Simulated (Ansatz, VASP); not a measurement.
SiPdRu5: VASP beside Ansatz

```
Si Ru Pd
1.0
     3.61111    0.00000    0.00000
     0.00000    3.61111    0.00000
     0.00000    0.00000    8.14071
Si Ru Pd
1 5 1
Direct
  0.00000 0.00000 0.00000
  0.50000 0.50000 0.00000
  0.00000 0.50000 0.24841
  0.00000 0.50000 0.75159
  0.50000 0.00000 0.75159
  0.50000 0.00000 0.24841
  0.50000 0.50000 0.50000
```

Change from the starting cell: species swapped into the MgPPt5 type (P4/mmm, No. 123).

Alike in both runs: functional PBE; k mesh 4 × 4 × 3; occupations gaussian, width 0.2 eV; no spin polarisation.

Ansatz relaxed the structure, and its values are those at the end. VASP's run is a single point on that final structure, the one shown.

|  | VASP | Ansatz |
| --- | --- | --- |
| version | VASP 6.6.1 | Ansatz 0.2.0 |
| potentials or method | VASP PAW PBE potentials, release 64 (Si, Ru_pv, Pd), cutoff 500 eV | scalar-relativistic, plane waves, PAW |
| valence electrons in the cell | 84 | 102 |

Ansatz gave:

- gap on the k mesh at the Fermi level (eV): none
- pressure (GPa): -0.1
- rms of the force components (eV/Å): 0.001

Which values does VASP return?

gap on the k mesh at the Fermi level (eV): none; pressure (GPa): -0.1; rms of the force components (eV/Å): 0.004.

A gap of «none» marks a metal or a gap that the smearing closes. The functional is the same, so the differences come from potentials, cutoffs and numerics. VASP's potentials hold 84 valence electrons a cell and Ansatz's 102, so a difference there can come from the potentials and not from the codes.

The k mesh is coarse, so the values compare programs but aren't converged.
